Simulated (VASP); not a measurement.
# BN (P6_3mc) in VASP: notebook

Runs on BN. Level: PBE. Tasks: single point.

Program: VASP 6.6.1. These are calculated values, not measurements. Logs are shortened: lines on timing, memory, paths and dates and some standing lists are left out, and cuts for length are marked.

## 1. The cell of the first run

The structure is hexagonal, space group P6_3mc (No. 186). Conventional cell: a = 2.554 Å, b = 2.554 Å, c = 4.227 Å, α = 90.00°, β = 90.00°, γ = 120.00°. Within 2.1 Å of N (site symmetry 3m) lie 4 B at 1.57 to 1.58 Å. B (site symmetry 3m) has 4 N at 1.57 to 1.58 Å within 2.1 Å.

## 2. Single point, PBE

Input file INCAR:

```
PREC = Accurate
ENCUT = 520
EDIFF = 1E-6
ISMEAR = 0
SIGMA = 0.020999999999999998
LREAL = F
LASPH = T
NELM = 60
ALGO = Normal
ISIF = 2
LWAVE = F
LCHARG = F
GGA = PE
NBANDS = 16
```

Input file KPOINTS:

```
regular mesh
0
Gamma
  12 12 6
```

Input file POSCAR:

```
BN
1.0
    2.5539396017      0.0000000000      0.0000000000
   -1.2769698009      2.2117765748      0.0000000000
    0.0000000000      0.0000000000      4.2268550000
N B
2 2
Direct
    0.3333333333      0.6666666667      0.1252760000
    0.6666666667      0.3333333333      0.6252760000
    0.3333333333      0.6666666667      0.4997240000
    0.6666666667      0.3333333333      0.9997240000
```

Potentials or basis: VASP PAW PBE potentials, release 64 (N, B).

The run is started by

```console
$ cat potpaw_PBE.64/N/POTCAR potpaw_PBE.64/B/POTCAR > POTCAR
$ mpirun -np 1 vasp_std > vasp.out
```

OUTCAR:

```text
PREC = Accurate
   ENCUT = 520
   EDIFF = 1E-6
   ISMEAR = 0
   LREAL = F
   LASPH = T
   NELM = 60
   ISIF = 2
   GGA = PE

 ion  position               nearest neighbor table
   1  0.333  0.667  0.125-   4 1.57   4 1.57   4 1.57   3 1.58
   2  0.667  0.333  0.625-   3 1.57   3 1.57   3 1.57   4 1.58
   3  0.333  0.667  0.500-   2 1.57   2 1.57   2 1.57   1 1.58
   4  0.667  0.333  1.000-   1 1.57   1 1.57   1 1.57   2 1.58

  LATTYP: Found a hexagonal cell.
 ALAT       =     2.5539396017
 C/A-ratio  =     1.6550332659

  Lattice vectors:

 A1 = (   2.5539396017,   0.0000000000,   0.0000000000)
 A2 = (  -1.2769698009,   2.2117765748,   0.0000000000)
 A3 = (   0.0000000000,   0.0000000000,   4.2268550000)

Analysis of symmetry for initial positions (statically):
=====================================================================
 Subroutine PRICEL returns:
 Original cell was already a primitive cell.

 Routine SETGRP: Setting up the symmetry group for a
 hexagonal supercell.

 Subroutine GETGRP returns: Found 12 space group operations
 (whereof  6 operations were pure point group operations)
 out of a pool of 24 trial point group operations.

The static configuration has the point symmetry C_3v.
 The point group associated with its full space group is C_6v.

Analysis of symmetry for dynamics (positions and initial velocities):
=====================================================================
 Subroutine PRICEL returns:
 Original cell was already a primitive cell.

 Routine SETGRP: Setting up the symmetry group for a
 hexagonal supercell.

 Subroutine GETGRP returns: Found 12 space group operations
 (whereof  6 operations were pure point group operations)
 out of a pool of 24 trial point group operations.

The dynamic configuration has the point symmetry C_3v.
 The point group associated with its full space group is C_6v.

 Subroutine INISYM returns: Found 12 space group operations
 (whereof  6 operations are pure point group operations),
 and found     1 'primitive' translations

----------------------------------------------------------------------------------------

                                     Primitive cell

  volume of cell :      23.8764

  direct lattice vectors                    reciprocal lattice vectors
     2.553939602  0.000000000  0.000000000     0.391551938  0.226062617  0.000000000
    -1.276969801  2.211776575  0.000000000     0.000000000  0.452125233  0.000000000
     0.000000000  0.000000000  4.226855000     0.000000000  0.000000000  0.236582518

  length of vectors
     2.553939602  2.553939602  4.226855000     0.452125233  0.452125233  0.236582518

  position of ions in fractional coordinates (direct lattice)
     0.333333333  0.666666667  0.125276000
     0.666666667  0.333333333  0.625276000
     0.333333333  0.666666667  0.499724000
     0.666666667  0.333333333  0.999724000

  ion indices of the primitive-cell ions
   primitive index   ion index
                 1           1
                 2           2
                 3           3
                 4           4

----------------------------------------------------------------------------------------

 KPOINTS: regular mesh

Automatic generation of k-mesh.
 Grid dimensions read from file:
 generate k-points for:   12   12    6

 Generating k-lattice:

  Cartesian coordinates                     Fractional coordinates (reciprocal lattice)
     0.032629328  0.018838551  0.000000000     0.083333333  0.000000000  0.000000000
     0.000000000  0.037677103  0.000000000     0.000000000  0.083333333  0.000000000
     0.000000000  0.000000000  0.039430420     0.000000000  0.000000000  0.166666667

  Length of vectors
     0.037677103  0.037677103  0.039430420

  Shift w.r.t. Gamma in fractional coordinates (k-lattice)
     0.000000000  0.000000000  0.000000000

 Subroutine IBZKPT returns following result:
 ===========================================

 Found     76 irreducible k-points:

 Following reciprocal coordinates:
            Coordinates               Weight
  0.000000  0.000000  0.000000      1.000000
  0.083333  0.000000  0.000000      6.000000
  0.166667  0.000000  0.000000      6.000000
  0.250000  0.000000  0.000000      6.000000
  0.333333  0.000000  0.000000      6.000000
  0.416667  0.000000  0.000000      6.000000
[... 16 lines left out ...]
  0.250000  0.000000  0.166667     12.000000
  0.333333  0.000000  0.166667     12.000000
 [... further k-points ...]
   k-points           NKPTS =     76   k-points in BZ     NKDIM =     76   number of bands    NBANDS=     16
   number of dos      NEDOS =    301   number of ions     NIONS =      4
   total plane-waves  NPLWV =  12800
   dimension x,y,z NGX =    20 NGY =   20 NGZ =   32
   dimension x,y,z NGXF=    40 NGYF=   40 NGZF=   64
   ions per type =               2   2
   NGX,Y,Z   is equivalent  to a cutoff of  13.02, 13.02, 12.59 a.u.
   NGXF,Y,Z  is equivalent  to a cutoff of  26.04, 26.04, 25.17 a.u.
 SYSTEM =  unknown system
   PREC   = accura    normal or accurate (medium, high low for compatibility)
   ISTART =      0    job   : 0-new  1-cont  2-samecut
   ICHARG =      2    charge: 1-file 2-atom 10-const
   ISPIN  =      1    spin polarized calculation?
   LNONCOLLINEAR =      F non collinear calculations
   LSORBIT =      F    spin-orbit coupling
   LASPH  =      T    aspherical Exc in radial PAW
   ENCUT  =  520.0 eV  38.22 Ry    6.18 a.u.   4.75  4.75  7.86*2*pi/ulx,y,z
   NELM   =     60;   NELMIN=  2; NELMDL= -5     # of ELM steps
   EDIFF  = 0.1E-05   stopping-criterion for ELM
   LREAL  =      F    real-space projection
   EDIFFG = 0.1E-04   stopping-criterion for IOM
   NSW    =      0    number of steps for IOM
   IBRION =     -1    ionic relax: 0-MD 1-quasi-New 2-CG
   NFREE  =      0    steps in history (QN), initial steepest desc. (CG)
   ISIF   =      2    stress and relaxation
   ISYM   =      2    0-nonsym 1-usesym 2-fastsym
   POTIM  = 0.5000    time-step for ionic-motion
   TEBEG  =    0.0;   TEEND  =   0.0 temperature during run
   PSTRESS=    0.0 pullay stress
   NELECT =      16.0000    total number of electrons
   NUPDOWN=      -1.0000    fix difference up-down
   EMIN   =  10.00;   EMAX   =-10.00  energy-range for DOS
   EFERMI =   0.00;   METHOD = LEGACY
   ISMEAR =     0;   SIGMA  =   0.02  broadening in eV -4-tet -1-fermi 0-gaus
   EFERMI_NEDOS =   21; number of points for ismear=-14 and -15
   IALGO  =     38    algorithm
   IMIX   =      4    mixing-type and parameters
     AMIX     =   0.40;   BMIX     =  1.00
     AMIX_MAG =   1.60;   BMIX_MAG =  1.00
  volume/ion in A,a.u.               =       5.97        40.28
  Fermi-wavevector in a.u.,A,eV,Ry     =   1.432600  2.707222 27.923836  2.052344
  Thomas-Fermi vector in A             =   2.552210
   LORBIT       =      0    0 simple, 1 ext, 2 COOP (PROOUT), +10 PAW based schemes
   GGA     = PE    functional components
   LHFCALC =     F    Hartree Fock is set to
   AEXX    =    0.0000 exact exchange contribution
   IVDW    =     0    specifies the selected vdW correction
   LEPSILON=     F    determine dielectric tensor
   LRPA    =     F    only Hartree local field effects (RPA)
 non-spin polarized calculation
 Gauss-broadening in eV      SIGMA  =   0.02
  energy-cutoff  :      520.00
  volume of cell :       23.88
 maximum number of plane-waves:       660
 NGX is ok and might be reduce to    20
   NGX =  9   NGY =  9   NGZ = 15

 number of electron      16.0000000 magnetization

 Free energy of the ion-electron system (eV)
  ---------------------------------------------------
  ext. energy  EPLUGINS =         0.00000000
  ---------------------------------------------------
  free energy    TOTEN  =       -34.83269652 eV

  energy without entropy =      -34.83269652  energy(sigma->0) =      -34.83269652

 E-fermi :   7.5221     XC(G=0): -12.7611

 val. band max:        7.4319569741   @ k =   0.0000   0.0000   0.0000
 cond. band min:      12.6287831158   @ k =   0.3333   0.3333   0.0000
 fundamental gap:      5.1968261417
 Fermi energy:         7.5221010926

 k-point     1 :       0.0000    0.0000    0.0000
  band No.  band energies     occupation
      1     -12.8569      2.00000
      2      -8.7569      2.00000
      3      -3.3940      2.00000
      4       5.3332      2.00000
      5       5.3332      2.00000
      6       7.1565      2.00000
[... 8 lines left out ...]
     15      19.2544      0.00000
     16      23.5085      0.00000

 k-point     2 :       0.0833    0.0000    0.0000
  band No.  band energies     occupation
      1     -12.7069      2.00000
      2      -8.6421      2.00000
      3      -3.2451      2.00000
      4       4.6447      2.00000
      5       5.0536      2.00000
      6       6.8581      2.00000
[... 8 lines left out ...]
     15      19.6897      0.00000
     16      23.2861      0.00000

 k-point     3 :       0.1667    0.0000    0.0000
  band No.  band energies     occupation
      1     -12.2617      2.00000
      2      -8.3134      2.00000
      3      -2.8045      2.00000
      4       2.9911      2.00000
      5       4.3971      2.00000
      6       5.4504      2.00000
[... 8 lines left out ...]
     15      20.8221      0.00000
     16      22.6489      0.00000

 k-point     4 :       0.2500    0.0000    0.0000
  band No.  band energies     occupation
      1     -11.5388      2.00000
      2      -7.8332      2.00000
      3      -2.0930      2.00000
      4       1.0342      2.00000
      5       3.6616      2.00000
      6       3.6925      2.00000
[... 8 lines left out ...]
     15      22.2862      0.00000
     16      22.7237      0.00000

 k-point     5 :       0.3333    0.0000    0.0000
  band No.  band energies     occupation
      1     -10.5803      2.00000
      2      -7.3673      2.00000
      3      -1.1716      2.00000
      4      -0.7080      2.00000
      5       1.9374      2.00000
      6       3.0422      2.00000
[... 8 lines left out ...]
     15      23.0717      0.00000
     16      23.7005      0.00000

 k-point     6 :       0.4167    0.0000    0.0000
  band No.  band energies     occupation
      1      -9.5009      2.00000
      2      -7.2664      2.00000
      3      -1.7775      2.00000
      4      -0.1968      2.00000
      5       0.5345      2.00000
      6       2.6399      2.00000
[... 8 lines left out ...]
     15      23.4770      0.00000
     16      24.7166      0.00000

 k-point     7 :       0.5000    0.0000    0.0000
  band No.  band energies     occupation
      1      -8.8083      2.00000
      2      -7.5336      2.00000
      3      -1.9893      2.00000
      4      -0.3141      2.00000
      5       0.5768      2.00000
      6       2.5012      2.00000
[... 8 lines left out ...]
     15      23.7681      0.00000
     16      25.0840      0.00000

 k-point     8 :       0.0833    0.0833    0.0000
  band No.  band energies     occupation
      1     -12.4092      2.00000
      2      -8.4199      2.00000
      3      -2.9503      2.00000
      4       3.6138      2.00000
      5       4.3843      2.00000
      6       6.0304      2.00000
[... 8 lines left out ...]
     15      20.6568      0.00000
     16      22.9098      0.00000

 k-point     9 :       0.1667    0.0833    0.0000
  band No.  band energies     occupation
      1     -11.8246      2.00000
      2      -8.0117      2.00000
      3      -2.3729      2.00000
      4       1.9690      2.00000
      5       3.3568      2.00000
      6       4.7251      2.00000
[... 8 lines left out ...]
     15      21.9724      0.00000
     16      22.6435      0.00000
[... 172 lines left out ...]
 k-point    19 :       0.3333    0.3333    0.0000
  band No.  band energies     occupation
      1      -7.6134      2.00000
      2      -7.6134      2.00000
      3      -1.7037      2.00000
      4       0.2695      2.00000
      5       0.2695      2.00000
      6       2.0474      2.00000
[... 8 lines left out ...]
     15      22.4394      0.00000
     16      22.4394      0.00000

 k-point    20 :       0.0000    0.0000    0.1667
  band No.  band energies     occupation
      1     -12.6922      2.00000
      2      -9.3120      2.00000
      3      -2.5465      2.00000
      4       5.4493      2.00000
      5       5.4493      2.00000
      6       6.2652      2.00000
[... 8 lines left out ...]
     15      18.9487      0.00000
     16      23.0721      0.00000

 k-point    21 :       0.0833    0.0000    0.1667
  band No.  band energies     occupation
      1     -12.5429      2.00000
      2      -9.1885      2.00000
      3      -2.4126      2.00000
      4       4.7673      2.00000
      5       5.1746      2.00000
      6       6.0897      2.00000
[... 8 lines left out ...]
     15      19.3838      0.00000
     16      22.9494      0.00000

 k-point    22 :       0.1667    0.0000    0.1667
  band No.  band energies     occupation
      1     -12.1002      2.00000
      2      -8.8314      2.00000
      3      -2.0245      2.00000
      4       3.1346      2.00000
      5       4.5271      2.00000
      6       5.0120      2.00000
[... 8 lines left out ...]
     15      20.5114      0.00000
     16      22.6125      0.00000

 k-point    23 :       0.2500    0.0000    0.1667
  band No.  band energies     occupation
      1     -11.3823      2.00000
      2      -8.2931      2.00000
      3      -1.4583      2.00000
      4       1.2515      2.00000
      5       3.2625      2.00000
      6       3.7989      2.00000
[... 8 lines left out ...]
     15      21.9549      0.00000
     16      22.7905      0.00000

 k-point    24 :       0.3333    0.0000    0.1667
  band No.  band energies     occupation
      1     -10.4339      2.00000
      2      -7.7161      2.00000
      3      -1.3115      2.00000
      4       0.1233      2.00000
      5       1.4964      2.00000
      6       3.1842      2.00000
[... 8 lines left out ...]
     15      23.3219      0.00000
     16      23.5733      0.00000

 [... further k-points ...]
[... 5 lines left out ...]
  --------------------------------------------------------------------------------------
  -------------------------------------------------------------------------------------
  Total        0.0673496      0.0673496     -0.0482420     -0.0000000      0.0000000      0.0000000
  in kB        4.5193565      4.5193565     -3.2371778     -0.0000000      0.0000000      0.0000000
  external PRESSURE =       1.9338451 kB  Pullay stress =       0.0000000 kB

 VOLUME and BASIS-vectors are now :
 -----------------------------------------------------------------------------
  energy-cutoff  :      520.00
  volume of cell :       23.88
      direct lattice vectors                 reciprocal lattice vectors
     2.553939602  0.000000000  0.000000000     0.391551938  0.226062617  0.000000000
    -1.276969801  2.211776575  0.000000000     0.000000000  0.452125233  0.000000000
     0.000000000  0.000000000  4.226855000     0.000000000  0.000000000  0.236582518

 POSITION                                       TOTAL-FORCE (eV/Angst)
 -----------------------------------------------------------------------------------
     -0.00000      1.47452      0.52952        -0.000000      0.000000     -0.014261
      1.27697      0.73726      2.64295         0.000000     -0.000000     -0.014261
     -0.00000      1.47452      2.11226        -0.000000      0.000000      0.014261
      1.27697      0.73726      4.22569         0.000000     -0.000000      0.014261
 -----------------------------------------------------------------------------------
    total drift:                               -0.000000      0.000000      0.000177

  FREE ENERGIE OF THE ION-ELECTRON SYSTEM (eV)
  ---------------------------------------------------
  free  energy   TOTEN  =       -34.8326965185 eV

  energy  without entropy=      -34.8326965185  energy(sigma->0) =      -34.83269652
```

It took 27 s on 1 thread of Intel Xeon 6975P-C, shared host; peak memory 0.15 GiB.

What came out:

| Property | Result |
| --- | --- |
| Free energy | -34.8327 eV |
| Pressure | 0.2 GPa |
| Largest force | 0.014 eV/Å |
| Band gap on the k mesh | 5.20 eV, indirect (least direct gap 8.23 eV) |

Forces on the atoms (eV/Å):
```
N    0.000  0.000 -0.014
N    0.000  0.000 -0.014
B    0.000  0.000  0.014
B    0.000  0.000  0.014
```

A k mesh can miss the band edges. PBE gaps usually lie below the measured ones, often by a third to a half.

## 3. Single point, PBE

Input file INCAR:

```
SYSTEM = BN
ALGO = Normal ; EDIFF = 1E-6
ENCUT = 520 ; GGA = PE
ISIF = 2 ; ISMEAR = 0
LASPH = .TRUE. ; LCHARG = .FALSE.
LREAL = .FALSE. ; LWAVE = .FALSE.
NBANDS = 16 ; NELM = 80
PREC = Accurate ; SIGMA = 0.022
```

Input file KPOINTS:

```
k-points
0
G
  12 12 6
  0 0 0
```

POSCAR is that of step 2.

Potentials or basis: VASP PAW PBE potentials, release 64 (N, B).

The run is started by

```console
$ cat potpaw_PBE.64/N/POTCAR potpaw_PBE.64/B/POTCAR > POTCAR
$ mpirun -np 1 vasp_std > vasp.out
```

It took 20 s on 1 thread of Intel Xeon 6975P-C, shared host; peak memory 0.14 GiB.

It converged, with:

* Free energy: -34.8327 eV
* Pressure: 0.2 GPa
* Largest force: 0.014 eV/Å
* Band gap on the k mesh: 5.20 eV, indirect (least direct gap 8.23 eV)

Forces in eV/Å, atoms in the order of the input:
```
N    0.000  0.000 -0.014
N    0.000  0.000 -0.014
B    0.000  0.000  0.014
B    0.000  0.000  0.014
```

Stress tensor (GPa, compression positive):
```
 0.45  0.00  0.00
 0.00  0.45  0.00
 0.00  0.00 -0.32
```

Levels at points of the mesh, in eV from the valence-band top:
| k point | band 6 | band 7 | band 8 | band 9 | band 10 | band 11 |
| --- | --- | --- | --- | --- | --- | --- |
| (0.00, 0.00, 0.00) | -0.28 | 0.00 | 0.00 | 8.33 | 8.33 | 8.53 |
| (0.50, 0.00, 0.00) | -4.93 | -4.37 | -2.09 | 6.68 | 7.93 | 10.55 |
| (0.00, 0.00, 0.50) | -1.16 | -1.16 | -1.16 | 9.41 | 9.41 | 9.88 |
| (0.50, 0.00, 0.50) | -3.73 | -3.55 | -3.55 | 6.55 | 6.55 | 9.97 |

A k mesh can miss the band edges. As with any semilocal functional, this PBE gap is likely too small.

## 4. Single point, PBE

Input file INCAR:

```
  PREC = Accurate
  ENCUT = 520
  EDIFF = 1E-6
  ISMEAR = 0
  SIGMA = 0.023
  LREAL = False
  LASPH = True
  NELM = 80
  ALGO = Normal
  ISIF = 2
  LWAVE = False
  LCHARG = False
  GGA = PE
  NBANDS = 16
```

Input file KPOINTS:

```
Automatic mesh
0
Gamma
  12 12 6
```

POSCAR is that of step 3.

The run is started by

```console
$ cat potpaw_PBE.64/N/POTCAR potpaw_PBE.64/B/POTCAR > POTCAR
$ mpirun -np 1 vasp_std > vasp.out
```

Run time: 23 s. Hardware: 1 thread of Intel Xeon 6975P-C, shared host; peak memory 0.15 GiB.

The run converged. Its results:

| Item | Value |
| --- | --- |
| Free energy | -34.8327 eV |
| Pressure | 0.2 GPa |
| Largest force | 0.014 eV/Å |
| Band gap on the k mesh | 5.20 eV, indirect (least direct gap 8.23 eV) |

Forces on the atoms (eV/Å):
```
N    0.000  0.000 -0.014
N    0.000  0.000 -0.014
B    0.000  0.000  0.014
B    0.000  0.000  0.014
```

Stress tensor (GPa, compression positive):
```
 0.45  0.00  0.00
 0.00  0.45  0.00
 0.00  0.00 -0.32
```

Levels at points of the mesh, in eV from the valence-band top:
| k point | band 5 | band 6 | band 7 | band 8 | band 9 | band 10 | band 11 | band 12 |
| --- | --- | --- | --- | --- | --- | --- | --- | --- |
| (0.00, 0.00, 0.00) | -2.10 | -0.28 | 0.00 | 0.00 | 8.33 | 8.33 | 8.53 | 9.42 |
| (0.50, 0.00, 0.00) | -6.86 | -4.93 | -4.37 | -2.09 | 6.68 | 7.93 | 10.55 | 11.39 |
| (0.00, 0.00, 0.50) | -1.16 | -1.16 | -1.16 | -1.16 | 9.41 | 9.41 | 9.88 | 9.88 |
| (0.50, 0.00, 0.50) | -3.73 | -3.73 | -3.55 | -3.55 | 6.55 | 6.55 | 9.97 | 9.97 |

A k mesh can miss the band edges. Expect the measured gap to be larger: semilocal functionals such as PBE lack the derivative discontinuity.

## 5. Summary

| smearing | gap on the mesh (eV) | pressure (GPa) | largest force (eV/Å) |
| --- | --- | --- | --- |
| gaussian 0.021 eV | 5.20 | 0.2 | 0.01 |
| gaussian 0.022 eV | 5.20 | 0.2 | 0.01 |
| gaussian 0.023 eV | 5.20 | 0.2 | 0.01 |

Alike in all rows: task single point; level PBE; potentials or basis VASP PAW PBE potentials, release 64 (N, B); no spin polarisation; cell as given; k mesh 12 × 12 × 6; cutoff (eV) 520.

On the cell as given the gap runs from 5.20 eV (PBE) to 5.20 eV (PBE).

Absolute energies hang on the potentials; compare differences alone.
